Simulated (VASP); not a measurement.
# Au (Cmcm) in VASP: settings compared

Au is run at these levels: PBE, RPBE; tasks: single point.

Program: VASP 6.6.1. These are calculated values, not measurements. Logs are shortened: lines on timing, memory, paths and dates and some standing lists are left out, and cuts for length are marked.

### 1 The cell of the first run

The structure is orthorhombic, space group Cmcm (No. 63). The conventional cell has a = 2.823 Å, b = 5.112 Å, c = 4.893 Å, α = 90.00°, β = 90.00°, γ = 90.00°. Within 3.7 Å of Au (site symmetry m2m) lie 12 Au at 2.82 to 2.97 Å.

### 2 Single point, PBE

INCAR reads:

```
SYSTEM = Au
ALGO = Normal ; EDIFF = 1E-6
ENCUT = 500 ; GGA = PE
GGA_COMPAT = .FALSE. ; ISIF = 2
ISMEAR = 0 ; LASPH = .TRUE.
LCHARG = .FALSE. ; LREAL = .FALSE.
LWAVE = .FALSE. ; NBANDS = 18
NELM = 120 ; PREC = Accurate
SIGMA = 0.1
```

KPOINTS reads:

```
k-points
0
G
  5 5 3
  0 0 0
```

POSCAR reads:

```
Au
1.0
    1.4113099650     -2.5559330250      0.0000000000
    1.4113099650      2.5559330250      0.0000000000
    0.0000000000      0.0000000000      4.8931696100
Au
2
Direct
    0.6653279700      0.3346720300      0.2500000000
    0.3346720300      0.6653279700      0.7500000000
```

Potentials or basis: VASP PAW PBE potentials, release 64 (Au).

The run is started by

```sh
$ cat potpaw_PBE.64/Au/POTCAR > POTCAR
$ mpirun -np 1 vasp_std > vasp.out
```

OUTCAR:

```text
SYSTEM = Au
   EDIFF = 1E-6
   ENCUT = 500
   GGA = PE
   ISIF = 2
   ISMEAR = 0
   LASPH = .TRUE.
   LREAL = .FALSE.
   NELM = 120
   PREC = Accurate

 ion  position               nearest neighbor table
   1  0.665  0.335  0.250-   2 2.95   2 2.95   2 2.95   2 2.95   2 2.97   2 2.97
   2  0.335  0.665  0.750-   1 2.95   1 2.95   1 2.95   1 2.95   1 2.97   1 2.97

  LATTYP: Found a base centered orthorhombic cell.
 ALAT       =     2.8226199300
 B/A-ratio  =     1.8110359088
 C/A-ratio  =     1.7335559627

  Lattice vectors:

 A1 = (   1.4113099650,  -2.5559330250,   0.0000000000)
 A2 = (   1.4113099650,   2.5559330250,   0.0000000000)
 A3 = (   0.0000000000,   0.0000000000,   4.8931696100)

Analysis of symmetry for initial positions (statically):
=====================================================================
 Subroutine PRICEL returns:
 Original cell was already a primitive cell.

 Routine SETGRP: Setting up the symmetry group for a
 base centered orthorhombic supercell.

 Subroutine GETGRP returns: Found  8 space group operations
 (whereof  4 operations were pure point group operations)
 out of a pool of  8 trial point group operations.

The static configuration has the point symmetry C_2h.
 The point group associated with its full space group is D_2h.

Analysis of symmetry for dynamics (positions and initial velocities):
=====================================================================
 Subroutine PRICEL returns:
 Original cell was already a primitive cell.

 Routine SETGRP: Setting up the symmetry group for a
 base centered orthorhombic supercell.

 Subroutine GETGRP returns: Found  8 space group operations
 (whereof  4 operations were pure point group operations)
 out of a pool of  8 trial point group operations.

The dynamic configuration has the point symmetry C_2h.
 The point group associated with its full space group is D_2h.

 Subroutine INISYM returns: Found  8 space group operations
 (whereof  4 operations are pure point group operations),
 and found     1 'primitive' translations

----------------------------------------------------------------------------------------

                                     Primitive cell

  volume of cell :      35.3014

  direct lattice vectors                    reciprocal lattice vectors
     1.411309965 -2.555933025  0.000000000     0.354280783 -0.195623279  0.000000000
     1.411309965  2.555933025  0.000000000     0.354280783  0.195623279  0.000000000
     0.000000000  0.000000000  4.893169610     0.000000000  0.000000000  0.204366511

  length of vectors
     2.919689957  2.919689957  4.893169610     0.404701545  0.404701545  0.204366511

  position of ions in fractional coordinates (direct lattice)
     0.665327970  0.334672030  0.250000000
     0.334672030  0.665327970  0.750000000

  ion indices of the primitive-cell ions
   primitive index   ion index
                 1           1
                 2           2

----------------------------------------------------------------------------------------

 KPOINTS: k-points

Automatic generation of k-mesh.
 Grid dimensions read from file:
 generate k-points for:    5    5    3

 Generating k-lattice:

  Cartesian coordinates                     Fractional coordinates (reciprocal lattice)
     0.070856157 -0.039124656  0.000000000     0.200000000  0.000000000  0.000000000
     0.070856157  0.039124656  0.000000000     0.000000000  0.200000000  0.000000000
     0.000000000  0.000000000  0.068122170     0.000000000  0.000000000  0.333333333

  Length of vectors
     0.080940309  0.080940309  0.068122170

  Shift w.r.t. Gamma in fractional coordinates (k-lattice)
     0.000000000  0.000000000  0.000000000

 Subroutine IBZKPT returns following result:
 ===========================================

 Found     18 irreducible k-points:

 Following reciprocal coordinates:
            Coordinates               Weight
  0.000000  0.000000  0.000000      1.000000
  0.200000  0.000000  0.000000      4.000000
  0.400000 -0.000000  0.000000      4.000000
  0.200000  0.200000  0.000000      2.000000
  0.400000  0.200000  0.000000      4.000000
 -0.400000  0.200000  0.000000      4.000000
[... 10 lines left out ...]
  0.400000  0.400000  0.333333      4.000000
 -0.400000  0.400000  0.333333      4.000000
   k-points           NKPTS =     18   k-points in BZ     NKDIM =     18   number of bands    NBANDS=     18
   number of dos      NEDOS =    301   number of ions     NIONS =      2
   total plane-waves  NPLWV =  20736
   dimension x,y,z NGX =    24 NGY =   24 NGZ =   36
   dimension x,y,z NGXF=    48 NGYF=   48 NGZF=   72
   ions per type =               2
   NGX,Y,Z   is equivalent  to a cutoff of  13.67, 13.67, 12.23 a.u.
   NGXF,Y,Z  is equivalent  to a cutoff of  27.33, 27.33, 24.46 a.u.
 SYSTEM =  Au
   PREC   = accura    normal or accurate (medium, high low for compatibility)
   ISTART =      0    job   : 0-new  1-cont  2-samecut
   ICHARG =      2    charge: 1-file 2-atom 10-const
   ISPIN  =      1    spin polarized calculation?
   LNONCOLLINEAR =      F non collinear calculations
   LSORBIT =      F    spin-orbit coupling
   LASPH  =      T    aspherical Exc in radial PAW
   ENCUT  =  500.0 eV  36.75 Ry    6.06 a.u.   5.32  5.32  8.92*2*pi/ulx,y,z
   NELM   =    120;   NELMIN=  2; NELMDL= -5     # of ELM steps
   EDIFF  = 0.1E-05   stopping-criterion for ELM
   LREAL  =      F    real-space projection
   EDIFFG = 0.1E-04   stopping-criterion for IOM
   NSW    =      0    number of steps for IOM
   IBRION =     -1    ionic relax: 0-MD 1-quasi-New 2-CG
   NFREE  =      0    steps in history (QN), initial steepest desc. (CG)
   ISIF   =      2    stress and relaxation
   ISYM   =      2    0-nonsym 1-usesym 2-fastsym
   POTIM  = 0.5000    time-step for ionic-motion
   TEBEG  =    0.0;   TEEND  =   0.0 temperature during run
   PSTRESS=    0.0 pullay stress
   NELECT =      22.0000    total number of electrons
   NUPDOWN=      -1.0000    fix difference up-down
   EMIN   =  10.00;   EMAX   =-10.00  energy-range for DOS
   EFERMI =   0.00;   METHOD = LEGACY
   ISMEAR =     0;   SIGMA  =   0.10  broadening in eV -4-tet -1-fermi 0-gaus
   EFERMI_NEDOS =   21; number of points for ismear=-14 and -15
   IALGO  =     38    algorithm
   IMIX   =      4    mixing-type and parameters
     AMIX     =   0.40;   BMIX     =  1.00
     AMIX_MAG =   1.60;   BMIX_MAG =  1.00
  volume/ion in A,a.u.               =      17.65       119.11
  Fermi-wavevector in a.u.,A,eV,Ry     =   1.398358  2.642513 26.604898  1.955405
  Thomas-Fermi vector in A             =   2.521524
   LORBIT       =      0    0 simple, 1 ext, 2 COOP (PROOUT), +10 PAW based schemes
   GGA     = PE    functional components
   LHFCALC =     F    Hartree Fock is set to
   AEXX    =    0.0000 exact exchange contribution
   IVDW    =     0    specifies the selected vdW correction
   LEPSILON=     F    determine dielectric tensor
   LRPA    =     F    only Hartree local field effects (RPA)
 non-spin polarized calculation
 Gauss-broadening in eV      SIGMA  =   0.10
  energy-cutoff  :      500.00
  volume of cell :       35.30
 maximum number of plane-waves:       905
 NGX is ok and might be reduce to    24
   NGX = 11   NGY = 11   NGZ = 17

 number of electron      21.9999996 magnetization

 Free energy of the ion-electron system (eV)
  ---------------------------------------------------
  ext. energy  EPLUGINS =         0.00000000
  ---------------------------------------------------
  free energy    TOTEN  =        -6.54922449 eV

  energy without entropy =       -6.54282767  energy(sigma->0) =       -6.54602608

 E-fermi :   9.2491     XC(G=0): -12.5027

 val. band max:        7.8462687898   @ k =   0.0000   0.0000   0.0000
 cond. band min:       9.2766262978   @ k =  -0.4000   0.2000   0.3333
 fundamental gap:      1.4303575079
 Fermi energy:         9.2490744449

 k-point     1 :       0.0000    0.0000    0.0000
  band No.  band energies     occupation
      1      -0.5922      2.00000
      2       1.7891      2.00000
      3       4.1506      2.00000
      4       4.2264      2.00000
      5       4.5548      2.00000
      6       4.7981      2.00000
[... 10 lines left out ...]
     17      26.8002      0.00000
     18      27.7414      0.00000

 k-point     2 :       0.2000    0.0000    0.0000
  band No.  band energies     occupation
      1       0.6007      2.00000
      2       2.6397      2.00000
      3       3.9847      2.00000
      4       4.3523      2.00000
      5       4.4722      2.00000
      6       4.9986      2.00000
[... 10 lines left out ...]
     17      25.2931      0.00000
     18      26.0274      0.00000

 k-point     3 :       0.4000   -0.0000    0.0000
  band No.  band energies     occupation
      1       2.2769      2.00000
      2       2.5037      2.00000
      3       2.9953      2.00000
      4       4.5007      2.00000
      5       4.7121      2.00000
      6       4.7878      2.00000
[... 10 lines left out ...]
     17      21.4486      0.00000
     18      23.9113      0.00000

 k-point     4 :       0.2000    0.2000    0.0000
  band No.  band energies     occupation
      1       2.4402      2.00000
      2       3.3188      2.00000
      3       3.3979      2.00000
      4       3.5239      2.00000
      5       4.2753      2.00000
      6       4.5661      2.00000
[... 249 lines left out ...]
      4       3.9072      2.00000
      5       4.0399      2.00000
      6       4.6518      2.00000
[... 10 lines left out ...]
     17      25.2094      0.00000
     18      25.8714      0.00000

 k-point    17 :       0.4000    0.4000    0.3333
  band No.  band energies     occupation
      1       2.6486      2.00000
      2       3.1835      2.00000
      3       3.3672      2.00000
      4       3.9442      2.00000
      5       4.1070      2.00000
      6       5.1586      2.00000
[... 10 lines left out ...]
     17      21.8381      0.00000
     18      22.3354      0.00000

 k-point    18 :      -0.4000    0.4000    0.3333
  band No.  band energies     occupation
      1       2.0143      2.00000
      2       2.4117      2.00000
      3       3.2482      2.00000
      4       3.3856      2.00000
      5       5.2513      2.00000
      6       5.3220      2.00000
[... 10 lines left out ...]
     17      22.2802      0.00000
     18      25.3912      0.00000

------------------------ aborting loop because EDIFF is reached ----------------------------------------

  FORCE on cell =-STRESS in cart. coord.  units (eV):
  Direction    XX          YY          ZZ          XY          YZ          ZX
  --------------------------------------------------------------------------------------
  -------------------------------------------------------------------------------------
  Total        1.4754613      0.1699558      0.0382715      0.0000000      0.0000000      0.0000000
  in kB       66.9647502      7.7135518      1.7369749      0.0000000      0.0000000      0.0000000
  external PRESSURE =      25.4717590 kB  Pullay stress =       0.0000000 kB

 VOLUME and BASIS-vectors are now :
 -----------------------------------------------------------------------------
  energy-cutoff  :      500.00
  volume of cell :       35.30
      direct lattice vectors                 reciprocal lattice vectors
     1.411309965 -2.555933025  0.000000000     0.354280783 -0.195623279  0.000000000
     1.411309965  2.555933025  0.000000000     0.354280783  0.195623279  0.000000000
     0.000000000  0.000000000  4.893169610     0.000000000  0.000000000  0.204366511

 POSITION                                       TOTAL-FORCE (eV/Angst)
 -----------------------------------------------------------------------------------
      1.41131     -0.84513      1.22329         0.000000      0.002488      0.000000
      1.41131      0.84513      3.66988         0.000000     -0.002488     -0.000000
 -----------------------------------------------------------------------------------
    total drift:                                0.000000      0.000000     -0.000000

  FREE ENERGIE OF THE ION-ELECTRON SYSTEM (eV)
  ---------------------------------------------------
  free  energy   TOTEN  =        -6.5492244920 eV

  energy  without entropy=       -6.5428276748  energy(sigma->0) =       -6.54602608
```

It took 15 s on 1 thread of Intel Xeon 8259CL, shared host; peak memory 0.15 GiB.

What came out:

* Free energy: -6.5492 eV
* Pressure: 2.5 GPa
* Band gap on the k mesh: zero (band 11 reaches 11.05 eV, above the bottom of band 12 at 6.63 eV)

Forces on the atoms (eV/Å):
```
Au   0.000  0.002  0.000
Au   0.000 -0.002  0.000
```

Caveat: the k points lie up to 0.51 Å⁻¹ apart; spin-orbit coupling is left out, which moves the levels of the heavy elements.

### 3 Single point, PBE

This run uses another cell than the first one, of 15.87 Å³/atom, 0.899 times its volume.

INCAR reads:

```
SYSTEM = Au
  ALGO = Normal
  EDIFF = 1E-6
  ENCUT = 500
  GGA = PE
  GGA_COMPAT = .FALSE.
  ISIF = 2
  ISMEAR = 1
  LASPH = .TRUE.
  LCHARG = .FALSE.
  LREAL = .FALSE.
  LWAVE = .FALSE.
  NBANDS = 18
  NELM = 120
  PREC = Accurate
  SIGMA = 0.0029
```

KPOINTS reads:

```
k-points
0
G
  6 6 4
  0 0 0
```

POSCAR reads:

```
Au
1.0
    1.3620999341     -2.4668118920      0.0000000000
    1.3620999341      2.4668118920      0.0000000000
    0.0000000000      0.0000000000      4.7225529251
Au
2
Direct
    0.6653279700      0.3346720300      0.2500000000
    0.3346720300      0.6653279700      0.7500000000
```

Potentials or basis: VASP PAW PBE potentials, release 64 (Au).

The run is started by

```sh
$ cat potpaw_PBE.64/Au/POTCAR > POTCAR
$ mpirun -np 1 vasp_std > vasp.out
```

Wall time 27 s (1 thread of Intel Xeon 8259CL, shared host); peak memory 0.16 GiB.

Results (log left out):

```
Free energy            : -6.0436 eV
Pressure               : 25.3 GPa
Largest force          : 0.100 eV/Å
Band gap on the k mesh : zero (band 11 reaches 15.23 eV, above the bottom of band 12 at 7.97 eV)
```

Forces on the atoms (eV/Å):
```
Au   0.000  0.100  0.000
Au   0.000 -0.100  0.000
```

Stress tensor (GPa, compression positive):
```
26.09  0.00  0.00
 0.00 31.37  0.00
 0.00  0.00 18.56
```

Levels at points of the mesh, in eV from the Fermi level:
```
           k point  band 9  band 10  band 11  band 12  band 13  band 14
(0.00, 0.00, 0.00)   -4.03    -2.64    -2.59    -1.90     2.60    14.17
(0.50, 0.00, 0.00)   -2.18    -1.99     0.20     1.69     5.79     7.29
(0.50, 0.50, 0.00)   -2.26    -2.05    -0.05     1.21     5.35     6.95
(0.00, 0.00, 0.50)   -3.20    -3.20    -3.05    -3.05    10.58    10.58
(0.50, 0.00, 0.50)   -2.05    -2.05     0.14     0.14     4.34     4.34
(0.50, 0.50, 0.50)   -2.14    -2.14    -0.25    -0.25     3.74     3.74
```

Caveat: the k points lie up to 0.44 Å⁻¹ apart; spin-orbit coupling is left out, which moves the levels of the heavy elements.

### 4 Single point, RPBE

INCAR reads:

```
SYSTEM = Au
PREC = Accurate
ENCUT = 500
EDIFF = 1E-6
ISMEAR = 0
SIGMA = 0.1
LREAL = .False.
LASPH = .True.
NELM = 120
ALGO = Normal
ISIF = 2
LWAVE = .False.
LCHARG = .False.
GGA = RP
NBANDS = 18
ISYM = 0
GGA_COMPAT = .False.
```

KPOINTS reads:

```
Automatic mesh
0
Gamma
  7 5 2
  0 0 0
```

POSCAR reads:

```
Au
1.0
    1.4113099650     -2.5559330250      0.0000000000
    1.4113099650      2.5559330250      0.0000000000
    0.0000000000      0.0000000000      4.8931696100
Au
2
Direct
    0.6653279700      0.3346720300      0.2500000000
    0.3346720300      0.6653279700      0.7500000000
```

The run is started by

```sh
$ cat potpaw_PBE.64/Au/POTCAR > POTCAR
$ mpirun -np 1 vasp_std > vasp.out
```

Run time: 26 s. Hardware: 1 thread of Intel Xeon 8259CL, shared host; peak memory 0.16 GiB.

It converged, with:

| Quantity | Value |
| --- | --- |
| Free energy | -5.2953 eV |
| Pressure | 6.2 GPa |
| Largest force | 0.098 eV/Å |
| Band gap on the k mesh | zero (band 11 reaches 12.00 eV, above the bottom of band 12 at 6.46 eV) |

Forces on the atoms (eV/Å):
```
Au  -0.070  0.068  0.000
Au   0.070 -0.068  0.000
```

Stress tensor (GPa, compression positive):
```
5.74 1.83 0.00
1.83 6.29 0.00
0.00 0.00 6.49
```

Levels at points of the mesh, in eV from the Fermi level:
```
           k point  band 7  band 8  band 9  band 10  band 11  band 12  band 13  band 14  band 15  band 16
(0.00, 0.00, 0.00)   -3.39   -2.99   -2.85    -1.71    -1.65    -0.50     2.91    15.04    16.02    17.18
(0.00, 0.00, 0.50)   -3.69   -3.69   -2.17    -2.17    -2.04    -2.04    10.72    10.72    15.37    15.37
```

Caveat: the k points lie up to 0.64 Å⁻¹ apart; the PAW data sets were made with another functional, which shifts forces and pressure a little; spin-orbit coupling is left out, which moves the levels of the heavy elements.

### 5 Single point, PBE

INCAR reads:

```
SYSTEM = Au
PREC = Accurate
ENCUT = 500
EDIFF = 1E-6
ISMEAR = -1
SIGMA = 0.2585199978643553
LREAL = .False.
LASPH = .True.
NELM = 120
ALGO = Normal
ISIF = 2
LWAVE = .False.
LCHARG = .False.
GGA = PE
NBANDS = 18
GGA_COMPAT = .False.
```

KPOINTS reads:

```
Automatic mesh
0
Gamma
  6 6 4
  0 0 0
```

POSCAR is that of step 4.

The run is started by

```sh
$ cat potpaw_PBE.64/Au/POTCAR > POTCAR
$ mpirun -np 1 vasp_std > vasp.out
```

Run time: 27 s. Hardware: 1 thread of Intel Xeon 8259CL, shared host; peak memory 0.16 GiB.

Results (log left out):

- Free energy: -6.4250 eV
- Pressure: 3.5 GPa
- Largest force: 0.023 eV/Å
- Band gap on the k mesh: zero (band 11 reaches 12.90 eV, above the bottom of band 12 at 6.36 eV)

Forces on the atoms (eV/Å):
```
Au   0.000  0.023  0.000
Au   0.000 -0.023  0.000
```

Stress tensor (GPa, compression positive):
```
4.76 0.00 0.00
0.00 4.58 0.00
0.00 0.00 1.13
```

Levels at points of the mesh, in eV from the Fermi level:
| k point | band 9 | band 10 | band 11 | band 12 | band 13 | band 14 |
| --- | --- | --- | --- | --- | --- | --- |
| (0.00, 0.00, 0.00) | -3.48 | -2.35 | -2.29 | -1.18 | 2.24 | 14.41 |
| (0.50, 0.00, 0.00) | -1.97 | -1.82 | 0.35 | 1.58 | 5.61 | 7.09 |
| (0.50, 0.50, 0.00) | -2.05 | -1.88 | 0.07 | 1.10 | 5.22 | 6.62 |
| (0.00, 0.00, 0.50) | -2.82 | -2.82 | -2.68 | -2.68 | 10.05 | 10.05 |
| (0.50, 0.00, 0.50) | -1.87 | -1.87 | 0.53 | 0.53 | 3.87 | 3.87 |
| (0.50, 0.50, 0.50) | -1.95 | -1.95 | 0.16 | 0.16 | 3.32 | 3.32 |

Caveat: the k points lie up to 0.42 Å⁻¹ apart; spin-orbit coupling is left out, which moves the levels of the heavy elements.

### 6 Overview

| level | cell | k mesh | smearing | gap on the mesh (eV) | pressure (GPa) | largest force (eV/Å) |
| --- | --- | --- | --- | --- | --- | --- |
| PBE | a = 2.920, b = 2.920, c = 4.893 Å, angles 90.0, 90.0, 122.2°, 2 atoms | 5 × 5 × 3 | gaussian 0.1 eV | none | 2.5 | - |
| PBE | a = 2.818, b = 2.818, c = 4.723 Å, angles 90.0, 90.0, 122.2°, 2 atoms | 6 × 6 × 4 | methfessel-paxton 0.0029 eV | none | 25.3 | 0.10 |
| RPBE | a = 2.920, b = 2.920, c = 4.893 Å, angles 90.0, 90.0, 122.2°, 2 atoms | 7 × 5 × 2 | gaussian 0.1 eV | none | 6.2 | 0.10 |
| PBE | a = 2.920, b = 2.920, c = 4.893 Å, angles 90.0, 90.0, 122.2°, 2 atoms | 6 × 6 × 4 | fermi-dirac 0.25852 eV | none | 3.5 | 0.02 |

Alike in all rows: task single point; potentials or basis VASP PAW PBE potentials, release 64 (Au); no spin polarisation; cutoff (eV) 500.

Caveats: all runs use coarse meshes; spin-orbit coupling is left out, which moves the levels of the heavy elements; the PAW data sets were made with another functional, which shifts forces and pressure a little (some runs).

Absolute energies hang on the potentials; compare differences alone.
